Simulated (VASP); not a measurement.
## KMgBr3: single point with PBE

Crystal: KMgBr3.

```
CELL_PARAMETERS angstrom
5.38271 0.00000 0.00000
0.00000 5.38271 0.00000
0.00000 0.00000 5.25505
ATOMIC_POSITIONS crystal
K 0.00000 0.00000 0.00000
Mg 0.50000 0.50000 0.50000
Br 0.50000 0.50000 0.00000
Br 0.50000 0.00000 0.50000
Br 0.00000 0.50000 0.50000
```

This cell differs from its parent crystal: epitaxial xy strain +1.5%.

| Item | Value |
| --- | --- |
| Program | VASP 6.6.1 |
| Task | single point |
| Functional | PBE |
| Potentials or basis | VASP PAW PBE potentials, release 64 (K_sv, Mg, Br) |
| Cutoff | 520 eV |
| k mesh | 6 × 6 × 6 |
| Occupations | fermi-dirac, width 0.02 eV |
| Spin | no spin polarisation |

| Quantity | Value |
| --- | --- |
| Pressure | 0.3 GPa |
| Band gap on the k mesh | 2.67 eV (least direct gap 3.15 eV) |

Stress tensor (GPa, compression positive):
```
0.01 0.00 0.00
0.00 0.01 0.00
0.00 0.00 0.79
```

Levels at points of the mesh, in eV from the valence-band top:
| k point | band 14 | band 15 | band 16 | band 17 | band 18 | band 19 |
| --- | --- | --- | --- | --- | --- | --- |
| (0.00, 0.00, 0.00) | -0.50 | -0.48 | -0.48 | 2.67 | 4.30 | 6.13 |
| (0.50, 0.00, 0.00) | -1.02 | -0.64 | -0.61 | 4.84 | 6.24 | 6.31 |
| (0.50, 0.50, 0.00) | -1.20 | -1.10 | -0.07 | 6.71 | 6.75 | 6.75 |
| (0.00, 0.00, 0.50) | -1.03 | -0.65 | -0.65 | 4.99 | 6.31 | 6.38 |
| (0.50, 0.00, 0.50) | -1.23 | -1.11 | -0.02 | 6.67 | 6.84 | 6.90 |
| (0.50, 0.50, 0.50) | -0.05 | 0.00 | 0.00 | 5.33 | 5.58 | 5.58 |

It took 60 s on 1 thread of AMD EPYC 9R45 96-Core Processor (Zen 5), on a shared host, peak memory 0.29 GiB.

Caveat: the cell differs from its parent crystal (epitaxial xy strain +1.5%). A k mesh can miss the band edges.
